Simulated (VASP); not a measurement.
# WSe2 (P6_3/mmc) in VASP: notebook

WSe2 is run at these levels: PBE, r2SCAN; tasks: single point.

Everything below comes from runs of VASP 6.6.1. Logs are shortened: lines on timing, memory, paths and dates and some standing lists are left out, and cuts for length are marked.

## (1) The cell of the first run

The structure is hexagonal, space group P6_3/mmc (No. 194). The conventional cell has a = 3.300 Å, b = 3.300 Å, c = 13.149 Å, α = 90.00°, β = 90.00°, γ = 120.00°. Within 3.3 Å of W (site symmetry -6m2) lie 6 Se at 2.53 Å and 6 W at 3.30 Å. Within 3.4 Å of Se (site symmetry 3m) lie 3 W at 2.53 Å and 7 Se at 3.30 to 3.33 Å.

## (2) Single point, PBE

File INCAR:

```
SYSTEM = WSe2
PREC = Accurate
ENCUT = 520
EDIFF = 1E-6
ISMEAR = 0
SIGMA = 0.01
LREAL = .False.
LASPH = .True.
NELM = 80
ALGO = Normal
ISIF = 2
LWAVE = .False.
LCHARG = .True.
GGA = PE
LELF = .True.
LVHAR = .True.
NBANDS = 35
```

File KPOINTS:

```
Automatic mesh
0
Gamma
  12 12 2
  0 0 0
```

File POSCAR:

```
WSe2
1.0
    3.2996683539      0.0000000000      0.0000000000
   -1.6498341769      2.8575966185      0.0000000000
    0.0000000000      0.0000000000     13.1485346189
W Se
2 4
Direct
    0.6666666667      0.3333333333      0.7500000000
    0.3333333333      0.6666666667      0.2500000000
    0.3333333333      0.6666666667      0.8766615399
    0.6666666667      0.3333333333      0.3766615399
    0.3333333333      0.6666666667      0.6233384601
    0.6666666667      0.3333333333      0.1233384601
```

Potentials or basis: VASP PAW PBE potentials, release 64 (W_sv, Se).

Command:

```bash
> cat potpaw_PBE.64/W_sv/POTCAR potpaw_PBE.64/Se/POTCAR > POTCAR
> mpirun -np 1 vasp_std > vasp.out
```

OUTCAR:

```text
SYSTEM = WSe2
   PREC = Accurate
   ENCUT = 520
   EDIFF = 1E-6
   ISMEAR = 0
   LREAL = .False.
   LASPH = .True.
   NELM = 80
   ISIF = 2
   GGA = PE

 ion  position               nearest neighbor table
   1  0.667  0.333  0.750-   3 2.53   5 2.53   3 2.53   5 2.53   3 2.53   5 2.53
   2  0.333  0.667  0.250-   4 2.53   6 2.53   4 2.53   6 2.53   4 2.53   6 2.53
   3  0.333  0.667  0.877-   1 2.53   1 2.53   1 2.53
   4  0.667  0.333  0.377-   2 2.53   2 2.53   2 2.53
   5  0.333  0.667  0.623-   1 2.53   1 2.53   1 2.53
   6  0.667  0.333  0.123-   2 2.53   2 2.53   2 2.53

  LATTYP: Found a hexagonal cell.
 ALAT       =     3.2996683539
 C/A-ratio  =     3.9848048982

  Lattice vectors:

 A1 = (   3.2996683539,   0.0000000000,   0.0000000000)
 A2 = (  -1.6498341769,   2.8575966185,   0.0000000000)
 A3 = (   0.0000000000,   0.0000000000,  13.1485346189)

Analysis of symmetry for initial positions (statically):
=====================================================================
 Subroutine PRICEL returns:
 Original cell was already a primitive cell.

 Routine SETGRP: Setting up the symmetry group for a
 hexagonal supercell.

 Subroutine GETGRP returns: Found 24 space group operations
 (whereof 12 operations were pure point group operations)
 out of a pool of 24 trial point group operations.

The static configuration has the point symmetry D_3d.
 The point group associated with its full space group is D_6h.

Analysis of symmetry for dynamics (positions and initial velocities):
=====================================================================
 Subroutine PRICEL returns:
 Original cell was already a primitive cell.

 Routine SETGRP: Setting up the symmetry group for a
 hexagonal supercell.

 Subroutine GETGRP returns: Found 24 space group operations
 (whereof 12 operations were pure point group operations)
 out of a pool of 24 trial point group operations.

The dynamic configuration has the point symmetry D_3d.
 The point group associated with its full space group is D_6h.

 Subroutine INISYM returns: Found 24 space group operations
 (whereof 12 operations are pure point group operations),
 and found     1 'primitive' translations

----------------------------------------------------------------------------------------

                                     Primitive cell

[... 94 lines left out ...]
   LSORBIT =      F    spin-orbit coupling
   LASPH  =      T    aspherical Exc in radial PAW
   ENCUT  =  520.0 eV  38.22 Ry    6.18 a.u.   6.14  6.14 24.45*2*pi/ulx,y,z
   NELM   =     80;   NELMIN=  2; NELMDL= -5     # of ELM steps
   EDIFF  = 0.1E-05   stopping-criterion for ELM
   LREAL  =      F    real-space projection
   EDIFFG = 0.1E-04   stopping-criterion for IOM
   NSW    =      0    number of steps for IOM
   IBRION =     -1    ionic relax: 0-MD 1-quasi-New 2-CG
   NFREE  =      0    steps in history (QN), initial steepest desc. (CG)
   ISIF   =      2    stress and relaxation
   ISYM   =      2    0-nonsym 1-usesym 2-fastsym
   POTIM  = 0.5000    time-step for ionic-motion
   TEBEG  =    0.0;   TEEND  =   0.0 temperature during run
   PSTRESS=    0.0 pullay stress
   NELECT =      52.0000    total number of electrons
   NUPDOWN=      -1.0000    fix difference up-down
   EMIN   =  10.00;   EMAX   =-10.00  energy-range for DOS
   EFERMI =   0.00;   METHOD = LEGACY
   ISMEAR =     0;   SIGMA  =   0.01  broadening in eV -4-tet -1-fermi 0-gaus
   EFERMI_NEDOS =   21; number of points for ismear=-14 and -15
   IALGO  =     38    algorithm
   IMIX   =      4    mixing-type and parameters
     AMIX     =   0.40;   BMIX     =  1.00
     AMIX_MAG =   1.60;   BMIX_MAG =  1.00
  volume/ion in A,a.u.               =      20.66       139.44
  Fermi-wavevector in a.u.,A,eV,Ry     =   1.225443  2.315751 20.432010  1.501710
  Thomas-Fermi vector in A             =   2.360481
   LORBIT       =      0    0 simple, 1 ext, 2 COOP (PROOUT), +10 PAW based schemes
   GGA     = PE    functional components
   LHFCALC =     F    Hartree Fock is set to
   AEXX    =    0.0000 exact exchange contribution
   IVDW    =     0    specifies the selected vdW correction
   LEPSILON=     F    determine dielectric tensor
   LRPA    =     F    only Hartree local field effects (RPA)
 non-spin polarized calculation
 Gauss-broadening in eV      SIGMA  =   0.01
  energy-cutoff  :      520.00
  volume of cell :      123.98
 maximum number of plane-waves:      3378
 NGX is ok and might be reduce to    28
   NGX = 13   NGY = 13   NGZ = 49

 number of electron      51.9999996 magnetization

 Free energy of the ion-electron system (eV)
  ---------------------------------------------------
  ext. energy  EPLUGINS =         0.00000000
  ---------------------------------------------------
  free energy    TOTEN  =       -43.16131921 eV

  energy without entropy =      -43.16131921  energy(sigma->0) =      -43.16131921

 E-fermi :   6.0845     XC(G=0): -10.6225

 val. band max:        6.0386363167   @ k =   0.0000   0.0000   0.0000
 cond. band min:       7.0771618995   @ k =   0.1667   0.1667   0.0000
 fundamental gap:      1.0385255828
 Fermi energy:         6.0844508510

 k-point     1 :       0.0000    0.0000    0.0000
  band No.  band energies     occupation
      1     -68.2851      2.00000
      2     -68.2851      2.00000
      3     -32.5259      2.00000
      4     -32.5259      2.00000
      5     -32.4113      2.00000
      6     -32.4113      2.00000
[... 901 lines left out ...]
     34       9.9972      0.00000
     35      11.6654      0.00000

 [... further k-points ...]
[... 5 lines left out ...]
  --------------------------------------------------------------------------------------
  -------------------------------------------------------------------------------------
  Total        2.3948669      2.3948669      3.7395555      0.0000000      0.0000000      0.0000000
  in kB       30.9487705     30.9487705     48.3261277      0.0000000      0.0000000      0.0000000
  external PRESSURE =      36.7412229 kB  Pullay stress =       0.0000000 kB

 VOLUME and BASIS-vectors are now :
 -----------------------------------------------------------------------------
  energy-cutoff  :      520.00
  volume of cell :      123.98
      direct lattice vectors                 reciprocal lattice vectors
     3.299668354  0.000000000  0.000000000     0.303060760  0.174972212  0.000000000
    -1.649834177  2.857596619  0.000000000     0.000000000  0.349944423  0.000000000
     0.000000000  0.000000000 13.148534619     0.000000000  0.000000000  0.076054103

 POSITION                                       TOTAL-FORCE (eV/Angst)
 -----------------------------------------------------------------------------------
      1.64983      0.95253      9.86140         0.000000     -0.000000      0.000000
     -0.00000      1.90506      3.28713        -0.000000      0.000000      0.000000
     -0.00000      1.90506     11.52681         0.000000      0.000000      0.325074
      1.64983      0.95253      4.95255        -0.000000      0.000000      0.325074
     -0.00000      1.90506      8.19599         0.000000     -0.000000     -0.325074
      1.64983      0.95253      1.62172         0.000000     -0.000000     -0.325074
 -----------------------------------------------------------------------------------
    total drift:                                0.000000     -0.000000      0.000000

  FREE ENERGIE OF THE ION-ELECTRON SYSTEM (eV)
  ---------------------------------------------------
  free  energy   TOTEN  =       -43.1613192135 eV

  energy  without entropy=      -43.1613192135  energy(sigma->0) =      -43.16131921
```

stdout:

```text
POSCAR found type information on POSCAR W Se
 POSCAR found :  2 types and       6 ions
 scaLAPACK will be used
 LDA part: xc-table for (Slater+PW92), standard interpolation
 POSCAR, INCAR and KPOINTS ok, starting setup
 FFT: planning ... GRIDC
 FFT: planning ... GRID_SOFT
 FFT: planning ... GRID
 WAVECAR not read
 entering main loop
```

Run time: 2.9 min. Hardware: 1 thread of Intel Xeon Platinum 8259CL at 2.50GHz (Skylake/Cascade Lake), shared host; peak memory 0.32 GiB.

What came out:

```
Free energy            : -43.1613 eV
Pressure               : 3.7 GPa
Largest force          : 0.325 eV/Å
Band gap on the k mesh : 1.04 eV (least direct gap 1.49 eV)
```

Forces in eV/Å, atoms in the order of the input:
```
W    0.000  0.000  0.000
W    0.000  0.000  0.000
Se   0.000  0.000  0.325
Se   0.000  0.000  0.325
Se   0.000  0.000 -0.325
Se   0.000  0.000 -0.325
```

Caveat: the cell stands under pressure; spin-orbit coupling is left out, which moves the levels of the heavy elements; this functional lacks dispersion, which binds the layers, so the pressure and a relaxed spacing across them are unreliable.

## (3) Single point, r2SCAN

POSCAR is that of step 2.

File INCAR.step1:

```
SYSTEM = WSe2
PREC = Accurate
ENCUT = 520
ISMEAR = 0
SIGMA = 0.01
LREAL = .FALSE.
LASPH = .TRUE.
NELM = 80
NBANDS = 35
GGA = PE
ALGO = Normal
EDIFF = 1E-4
LWAVE = .TRUE.
LCHARG = .FALSE.
```

File INCAR.step2:

```
SYSTEM = WSe2
PREC = Accurate
ENCUT = 520
EDIFF = 1E-6
ISMEAR = 0
SIGMA = 0.01
LREAL = .FALSE.
LASPH = .TRUE.
NELM = 80
ALGO = Normal
ISIF = 2
LWAVE = .FALSE.
LCHARG = .FALSE.
METAGGA = R2SCAN
LMIXTAU = .TRUE.
NBANDS = 35
ISTART = 1
```

File KPOINTS:

```
regular mesh
0
G
  12 12 2
  0 0 0
```

Potentials or basis: VASP PAW PBE potentials, release 64 (W_sv, Se).

Command:

```bash
> cat potpaw_PBE.64/W_sv/POTCAR potpaw_PBE.64/Se/POTCAR > POTCAR
> cp INCAR.step1 INCAR
> mpirun -np 1 vasp_std > vasp.out
> cp INCAR.step2 INCAR
> mpirun -np 1 vasp_std > vasp.out
```

Wall time 8.8 min (1 thread of Intel Xeon Platinum 8259CL at 2.50GHz (Skylake/Cascade Lake), shared host); peak memory 0.38 GiB.

It converged, with:

```
Free energy            : -163.5643 eV
Pressure               : 1.7 GPa
Largest force          : 0.008 eV/Å
Band gap on the k mesh : 1.16 eV (least direct gap 1.61 eV)
```

Forces on the atoms (eV/Å):
```
W    0.000  0.000  0.000
W    0.000  0.000  0.000
Se   0.000  0.000  0.008
Se   0.000  0.000  0.008
Se   0.000  0.000 -0.008
Se   0.000  0.000 -0.008
```

Stress tensor (GPa, compression positive):
```
1.69 0.00 0.00
0.00 1.69 0.00
0.00 0.00 1.59
```

Levels at points of the mesh, in eV from the valence-band top:
```csv
k point,band 23,band 24,band 25,band 26,band 27,band 28,band 29,band 30
"(0.00, 0.00, 0.00)",-1.66,-1.29,-1.05,0.00,2.76,2.76,2.81,2.81
"(0.50, 0.00, 0.00)",-1.51,-1.47,-1.33,-1.31,2.21,2.25,2.46,2.74
"(0.00, 0.00, 0.50)",-1.68,-1.68,-0.25,-0.25,2.77,2.77,2.77,2.77
"(0.50, 0.00, 0.50)",-1.41,-1.41,-1.39,-1.39,2.23,2.23,2.62,2.62
```

Caveat: the PAW data sets were made with another functional, which shifts forces and pressure a little; spin-orbit coupling is left out, which moves the levels of the heavy elements. A k mesh can miss the band edges.
